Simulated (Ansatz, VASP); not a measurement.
## Two plane-wave programs on TaN

```
CELL_PARAMETERS angstrom
3.15649 0.00000 0.00000
-1.57824 2.73360 0.00000
0.00000 0.00000 6.63052
ATOMIC_POSITIONS crystal
Ta 0.33333 0.66667 0.03010
Ta 0.66667 0.33333 0.53010
N 0.33333 0.66667 0.35490
N 0.66667 0.33333 0.85490
```

Alike in both runs: task single point; functional PBEsol; k mesh 18 × 18 × 8; occupations gaussian, width 0.15 eV; no spin polarisation.

```csv
,VASP,Ansatz
version,VASP 6.6.1,Ansatz 0.2.0
potentials or method,"VASP PAW PBE potentials, release 64 (Ta_pv, N), cutoff 520 eV","scalar-relativistic, plane waves, PAW"
valence electrons in the cell,32,36
```

|  | VASP | Ansatz | Ansatz less VASP |
| --- | --- | --- | --- |
| gap on the k mesh at the Fermi level (eV) | none | none | - |
| pressure (GPa) | -26.1 | -26.5 | -0.38 |
| traceless stress, the component that is largest in VASP (GPa) | -19.77 | -19.91 | -0.140 |
| rms of the force components (eV/Å) | 0.379 | 0.373 | -0.0062 |

VASP's potentials were made for PBE, not for PBEsol, and Ansatz warns of the same on its side. Atom by atom the forces differ by 0.006 eV/Å (rms over components). A gap of «none» marks a metal or a gap that the smearing closes. VASP's potentials hold 32 valence electrons a cell and Ansatz's 36, so a difference there can come from the potentials and not from the codes.

Neither program's run includes spin-orbit coupling.
